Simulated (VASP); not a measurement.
# Ir (Fm-3m) in VASP: relaxation of cell and atoms with PBE

Aim: the relaxation of cell and atoms of Ir with PBE.

All numbers are computed with VASP 6.6.1; they aren't measurements. Logs are shortened: lines on timing, memory, paths and dates and some standing lists are left out, and cuts for length are marked.

## Step 1: The cell of the first run

It takes space group Fm-3m (No. 225, cubic). Conventional cell: a = 3.840 Å, b = 3.840 Å, c = 3.840 Å, α = 90.00°, β = 90.00°, γ = 90.00°. Ir (site symmetry m-3m) has 12 Ir at 2.72 Å within 3.6 Å.

## Step 2: Relaxation of cell and atoms, PBE

The input, INCAR:

```
PREC = Accurate
ENCUT = 600
EDIFF = 1E-6
ISMEAR = 0
SIGMA = 0.1
LREAL = False
LASPH = True
NELM = 60
ALGO = Fast
ISIF = 3
LWAVE = False
LCHARG = False
GGA = PE
IBRION = 2
NSW = 80
EDIFFG = -0.003
```

The input, KPOINTS:

```
regular mesh
0
Gamma
  48 48 48
```

The input, POSCAR:

```
Ir
1.0
    0.0000000000      1.9200000000      1.9200000000
    1.9200000000      0.0000000000      1.9200000000
    1.9200000000      1.9200000000      0.0000000000
Ir
1
Direct
    0.0000000000      0.0000000000      0.0000000000
```

Potentials or basis: VASP PAW PBE potentials, release 64 (Ir).

The run is started by

```console
$ cat potpaw_PBE.64/Ir/POTCAR > POTCAR
$ mpirun -np 1 vasp_std > vasp.out
```

OUTCAR:

```text
PREC = Accurate
   ENCUT = 600
   EDIFF = 1E-6
   ISMEAR = 0
   LREAL = False
   LASPH = True
   NELM = 60
   ISIF = 3
   GGA = PE
   IBRION = 2
   NSW = 80
   EDIFFG = -0.003

 ion  position               nearest neighbor table
   1  0.000  0.000  0.000-

  LATTYP: Found a face centered cubic cell.
 ALAT       =     3.8400000000

  Lattice vectors:

 A1 = (   0.0000000000,   1.9200000000,   1.9200000000)
 A2 = (   1.9200000000,   0.0000000000,   1.9200000000)
 A3 = (   1.9200000000,   1.9200000000,   0.0000000000)

Analysis of symmetry for initial positions (statically):
=====================================================================
 Subroutine PRICEL returns:
 Original cell was already a primitive cell.

 Routine SETGRP: Setting up the symmetry group for a
 face centered cubic supercell.

 Subroutine GETGRP returns: Found 48 space group operations
 (whereof 48 operations were pure point group operations)
 out of a pool of 48 trial point group operations.

The static configuration has the point symmetry O_h .

Analysis of symmetry for dynamics (positions and initial velocities):
=====================================================================
 Subroutine PRICEL returns:
 Original cell was already a primitive cell.

 Routine SETGRP: Setting up the symmetry group for a
 face centered cubic supercell.

 Subroutine GETGRP returns: Found 48 space group operations
 (whereof 48 operations were pure point group operations)
 out of a pool of 48 trial point group operations.

The dynamic configuration has the point symmetry O_h .

 Subroutine INISYM returns: Found 48 space group operations
 (whereof 48 operations are pure point group operations),
 and found     1 'primitive' translations

----------------------------------------------------------------------------------------

                                     Primitive cell

  volume of cell :      14.1558

  direct lattice vectors                    reciprocal lattice vectors
     0.000000000  1.920000000  1.920000000    -0.260416667  0.260416667  0.260416667
     1.920000000  0.000000000  1.920000000     0.260416667 -0.260416667  0.260416667
     1.920000000  1.920000000  0.000000000     0.260416667  0.260416667 -0.260416667

  length of vectors
     2.715290040  2.715290040  2.715290040     0.451054898  0.451054898  0.451054898

  position of ions in fractional coordinates (direct lattice)
     0.000000000  0.000000000  0.000000000

  ion indices of the primitive-cell ions
   primitive index   ion index
                 1           1

----------------------------------------------------------------------------------------

 KPOINTS: regular mesh

Automatic generation of k-mesh.
 Grid dimensions read from file:
 generate k-points for:   48   48   48

 Generating k-lattice:

  Cartesian coordinates                     Fractional coordinates (reciprocal lattice)
    -0.005425347  0.005425347  0.005425347     0.020833333  0.000000000  0.000000000
     0.005425347 -0.005425347  0.005425347     0.000000000  0.020833333  0.000000000
     0.005425347  0.005425347 -0.005425347     0.000000000  0.000000000  0.020833333

  Length of vectors
     0.009396977  0.009396977  0.009396977

  Shift w.r.t. Gamma in fractional coordinates (k-lattice)
     0.000000000  0.000000000  0.000000000

 Subroutine IBZKPT returns following result:
 ===========================================

 Found   2769 irreducible k-points:

 Following reciprocal coordinates:
            Coordinates               Weight
  0.000000  0.000000  0.000000      1.000000
  0.020833  0.000000  0.000000      8.000000
  0.041667  0.000000  0.000000      8.000000
  0.062500  0.000000  0.000000      8.000000
  0.083333  0.000000  0.000000      8.000000
  0.104167  0.000000  0.000000      8.000000
[... 16 lines left out ...]
  0.458333  0.000000  0.000000      8.000000
  0.479167  0.000000  0.000000      8.000000
 [... further k-points ...]
   k-points           NKPTS =   2769   k-points in BZ     NKDIM =   2769   number of bands    NBANDS=      8
   number of dos      NEDOS =    301   number of ions     NIONS =      1
   total plane-waves  NPLWV =  13824
   dimension x,y,z NGX =    24 NGY =   24 NGZ =   24
   dimension x,y,z NGXF=    48 NGYF=   48 NGZF=   48
   ions per type =               1
   NGX,Y,Z   is equivalent  to a cutoff of  14.69, 14.69, 14.69 a.u.
   NGXF,Y,Z  is equivalent  to a cutoff of  29.39, 29.39, 29.39 a.u.
 SYSTEM =  unknown system
   PREC   = accura    normal or accurate (medium, high low for compatibility)
   ISTART =      0    job   : 0-new  1-cont  2-samecut
   ICHARG =      2    charge: 1-file 2-atom 10-const
   ISPIN  =      1    spin polarized calculation?
   LNONCOLLINEAR =      F non collinear calculations
   LSORBIT =      F    spin-orbit coupling
   LASPH  =      T    aspherical Exc in radial PAW
   ENCUT  =  600.0 eV  44.10 Ry    6.64 a.u.   5.42  5.42  5.42*2*pi/ulx,y,z
   NELM   =     60;   NELMIN=  2; NELMDL= -5     # of ELM steps
   EDIFF  = 0.1E-05   stopping-criterion for ELM
   LREAL  =      F    real-space projection
   EDIFFG = -.3E-02   stopping-criterion for IOM
   NSW    =     80    number of steps for IOM
   IBRION =      2    ionic relax: 0-MD 1-quasi-New 2-CG
   NFREE  =      1    steps in history (QN), initial steepest desc. (CG)
   ISIF   =      3    stress and relaxation
   ISYM   =      2    0-nonsym 1-usesym 2-fastsym
   POTIM  = 0.5000    time-step for ionic-motion
   TEBEG  =    0.0;   TEEND  =   0.0 temperature during run
   PSTRESS=    0.0 pullay stress
   NELECT =       9.0000    total number of electrons
   NUPDOWN=      -1.0000    fix difference up-down
   EMIN   =  10.00;   EMAX   =-10.00  energy-range for DOS
   EFERMI =   0.00;   METHOD = LEGACY
   ISMEAR =     0;   SIGMA  =   0.10  broadening in eV -4-tet -1-fermi 0-gaus
   EFERMI_NEDOS =   21; number of points for ismear=-14 and -15
   IALGO  =     68    algorithm
   IMIX   =      4    mixing-type and parameters
     AMIX     =   0.40;   BMIX     =  1.00
     AMIX_MAG =   1.60;   BMIX_MAG =  1.00
  volume/ion in A,a.u.               =      14.16        95.53
  Fermi-wavevector in a.u.,A,eV,Ry     =   1.407703  2.660173 26.961691  1.981628
  Thomas-Fermi vector in A             =   2.529935
   LORBIT       =      0    0 simple, 1 ext, 2 COOP (PROOUT), +10 PAW based schemes
   GGA     = PE    functional components
   LHFCALC =     F    Hartree Fock is set to
   AEXX    =    0.0000 exact exchange contribution
   IVDW    =     0    specifies the selected vdW correction
   LEPSILON=     F    determine dielectric tensor
   LRPA    =     F    only Hartree local field effects (RPA)
 conjugate gradient relaxation of ions
 non-spin polarized calculation
 RMM-DIIS sequential band-by-band and
 Gauss-broadening in eV      SIGMA  =   0.10
  energy-cutoff  :      600.00
  volume of cell :       14.16
 maximum number of plane-waves:       495
 NGX is ok and might be reduce to    24
   NGX = 11   NGY = 11   NGZ = 11

--------------------------------------- Ionic step        1  -------------------------------------------

 number of electron       9.0000000 magnetization

 Free energy of the ion-electron system (eV)
  ---------------------------------------------------
  ext. energy  EPLUGINS =         0.00000000
  ---------------------------------------------------
  free energy    TOTEN  =        -8.84200335 eV

  energy without entropy =       -8.83762943  energy(sigma->0) =       -8.83981639

 E-fermi :  10.3773     XC(G=0): -13.9845

 val. band max:       10.3747510651   @ k =  -0.4583   0.4167   0.0833
 cond. band min:      10.3781627499   @ k =   0.4583   0.2083   0.0833
 fundamental gap:      0.0034116849
 Fermi energy:        10.3773281482

 k-point     1 :       0.0000    0.0000    0.0000
  band No.  band energies     occupation
      1      -0.7171      2.00000
      2       6.5134      2.00000
      3       6.5134      2.00000
      4       6.5134      2.00000
      5       9.1996      2.00000
      6       9.1996      2.00000
      7      24.7227      0.00000
      8      30.3055      0.00000

 k-point     2 :       0.0208    0.0000    0.0000
  band No.  band energies     occupation
      1      -0.6977      2.00000
      2       6.5027      2.00000
      3       6.5221      2.00000
      4       6.5221      2.00000
      5       9.1938      2.00000
      6       9.1938      2.00000
      7      24.7568      0.00000
      8      30.1860      0.00000
[... 334 lines left out ...]
 POSITION                                       TOTAL-FORCE (eV/Angst)
 -----------------------------------------------------------------------------------
     -0.00000      0.00000      0.00000        -0.000000     -0.000000     -0.000000
 -----------------------------------------------------------------------------------
    total drift:                                0.000000      0.000000      0.000000

  FREE ENERGIE OF THE ION-ELECTRON SYSTEM (eV)
  ---------------------------------------------------
  free  energy   TOTEN  =        -8.8525097236 eV

  energy  without entropy=       -8.8479172498  energy(sigma->0) =       -8.85021349

--------------------------------------- Ionic step        4  -------------------------------------------

 number of electron       9.0000000 magnetization

 Free energy of the ion-electron system (eV)
  ---------------------------------------------------
  ext. energy  EPLUGINS =         0.00000000
  ---------------------------------------------------
  free energy    TOTEN  =        -8.85252882 eV

  energy without entropy =       -8.84794673  energy(sigma->0) =       -8.85023777

 E-fermi :   9.9405     XC(G=0): -13.8341

 val. band max:        9.9395361859   @ k =  -0.4583   0.4167   0.0833
 cond. band min:       9.9419104108   @ k =  -0.4583   0.4792   0.0417
 fundamental gap:      0.0023742249
 Fermi energy:         9.9405208432

 k-point     1 :       0.0000    0.0000    0.0000
  band No.  band energies     occupation
      1      -0.8806      2.00000
      2       6.2260      2.00000
      3       6.2260      2.00000
      4       6.2260      2.00000
      5       8.8053      2.00000
      6       8.8053      2.00000
      7      24.3359      0.00000
      8      29.7678      0.00000

 k-point     2 :       0.0208    0.0000    0.0000
  band No.  band energies     occupation
      1      -0.8617      2.00000
      2       6.2157      2.00000
      3       6.2343      2.00000
      4       6.2343      2.00000
      5       8.7998      2.00000
      6       8.7998      2.00000
      7      24.3686      0.00000
      8      29.6481      0.00000
[... 264 lines left out ...]
 POSITION                                       TOTAL-FORCE (eV/Angst)
 -----------------------------------------------------------------------------------
      0.00000      0.00000      0.00000         0.000000     -0.000000      0.000000
 -----------------------------------------------------------------------------------
    total drift:                               -0.000000     -0.000000     -0.000000

  FREE ENERGIE OF THE ION-ELECTRON SYSTEM (eV)
  ---------------------------------------------------
  free  energy   TOTEN  =        -8.8525288234 eV

  energy  without entropy=       -8.8479467259  energy(sigma->0) =       -8.85023777

 reached required accuracy - stopping structural energy minimisation
```

It took 6.4 min on 1 thread of Intel Xeon 6975P-C (Granite Rapids), shared host; peak memory 0.59 GiB.

Results:

- Free energy: -8.8525 eV
- Relaxed volume: 14.52 Å³/atom
- Relaxed cell: a = 2.738 Å, b = 2.738 Å, c = 2.738 Å, α = 60.00°, β = 60.00°, γ = 60.00°
- Space group after relaxing (to 0.1 Å): Fm-3m (No. 225)
- Energy gained by relaxing: 10.5 meV/atom
- Ionic steps: 4
- Pressure after relaxing: 0.0 GPa
- Band gap on the k mesh: zero (an odd number of electrons rules out a gap without spin polarisation)

Step by step:
| step | energy change (eV) | largest force (eV/Å) | pressure (GPa) | volume (Å³) |
| --- | --- | --- | --- | --- |
| 1 | 0.0000 | 0.0000 | 9.47 | 14.16 |
| 2 | 0.1143 | 0.0000 | -25.61 | 15.94 |
| 3 | -0.0105 | 0.0000 | -0.45 | 14.54 |
| 4 | -0.0105 | 0.0000 | -0.01 | 14.52 |

Final structure:
```yaml
crystal:
  lattice:
    - [0.00000, 1.93628, 1.93628]
    - [1.93628, 0.00000, 1.93628]
    - [1.93628, 1.93628, 0.00000]
  atoms:
    - { symbol: Ir, position: [0.00000, 0.00000, 0.00000] }
```

Caveat: spin-orbit coupling is left out, which moves the levels of the heavy elements.
